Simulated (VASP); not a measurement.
Here is a VASP 6.6.1 calculation.

INCAR

```
PREC = Accurate
ENCUT = 520
EDIFF = 1E-6
ISMEAR = -1
SIGMA = 0.05
LREAL = False
LASPH = True
NELM = 80
ALGO = Normal
ISIF = 2
LWAVE = False
LCHARG = False
GGA = PE
IVDW = 12
NBANDS = 19
```

The input KPOINTS:

```
regular mesh
0
Gamma
  7 7 7
```

POSCAR

```
SrCl2
1.0
    0.0000000000      3.4820734616      3.4820734616
    3.4820734616      0.0000000000      3.4820734616
    3.4820734616      3.4820734616      0.0000000000
Sr Cl
1 2
Direct
    0.0000000000      0.0000000000      0.0000000000
    0.7500000000      0.7500000000      0.7500000000
    0.2500000000      0.2500000000      0.2500000000
```

Potentials or basis: VASP PAW PBE potentials, release 64 (Sr_sv, Cl).

The run is started by

```console
$ cat potpaw_PBE.64/Sr_sv/POTCAR potpaw_PBE.64/Cl/POTCAR > POTCAR
$ mpirun -np 1 vasp_std > vasp.out
```

(1) Estimate the band gap on the k mesh.

(2) Predict the dispersion energy per atom.

(3) Estimate the pressure.

## Answers

(1) 5.39 eV (least direct gap 5.70 eV).

(2) -0.223 eV.

(3) 0.0 GPa.

Caveat: three body term missing; an odd mesh through Γ misses points on the zone boundary, where band edges can lie.
